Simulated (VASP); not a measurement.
The system is BN.

```
CELL_PARAMETERS angstrom
2.52465 0.00000 0.00000
-1.25497 2.19064 0.00000
-0.63484 -1.09532 3.04256
ATOMIC_POSITIONS crystal
N 0.66851 0.33238 0.98500
B 0.97964 0.98350 0.00181
```

Base run:

```yaml
Program: VASP 6.6.1
Functional: r2SCAN
Potentials_or_basis: VASP PAW PBE potentials, release 64 (N, B)
Cutoff: 520 eV
k_mesh: 13 × 13 × 9
Occupations: fermi-dirac, width 0.05 eV
Spin: no spin polarisation
```

Its results: band gap on the k mesh 3.33 eV (least direct gap 5.17 eV); pressure -4.1 GPa; largest force 2.610 eV/Å.

Task: The run is repeated on the same cell with these changes: functional from r2SCAN to LDA; potentials or basis from VASP PAW PBE potentials, release 64 (N, B) to VASP PAW LDA potentials, release 64 (N, B). What comes out?

Result: Band gap on the k mesh 2.64 eV (least direct gap 4.35 eV); pressure -8.5 GPa; largest force 2.580 eV/Å.

Caveats: the cell stands under tension; an odd mesh through Γ misses points on the zone boundary, where band edges can lie; the PAW data sets were made with another functional, which shifts forces and pressure a little (at least some runs); forces of over 1 eV/Å act on the atoms, so gaps and moduli don't describe the material at rest (at least some runs).
